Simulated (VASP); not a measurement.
Crystal: GaP.

```xyz
2
Lattice="0.0000 2.7258 2.7258 2.7258 0.0000 2.7258 2.7258 2.7258 0.0000" Properties=species:S:1:pos:R:3 pbc="T T T"
Ga    0.0000    0.0000    0.0000
P     4.0887    4.0887    4.0887
```

Program: VASP 6.6.1. Alike in all runs: task single point; no spin polarisation; cell as given; k mesh 9 × 9 × 9; smearing fermi-dirac 0.01 eV.

Problem. Order these runs on this cell by their band gap on the k mesh, lowest first.
A. level PBE; potentials or basis VASP PAW PBE potentials, release 64 (Ga_d, P); cutoff (eV) 500
B. level r2SCAN; potentials or basis VASP PAW PBE potentials, release 64 (Ga_d, P); cutoff (eV) 550
C. level LDA; potentials or basis VASP PAW LDA potentials, release 64 (Ga_d, P); cutoff (eV) 500

Solution. C (1.45 eV), A (1.60 eV), B (1.86 eV).

Caveats: an odd mesh through Γ misses points on the zone boundary, where band edges can lie.
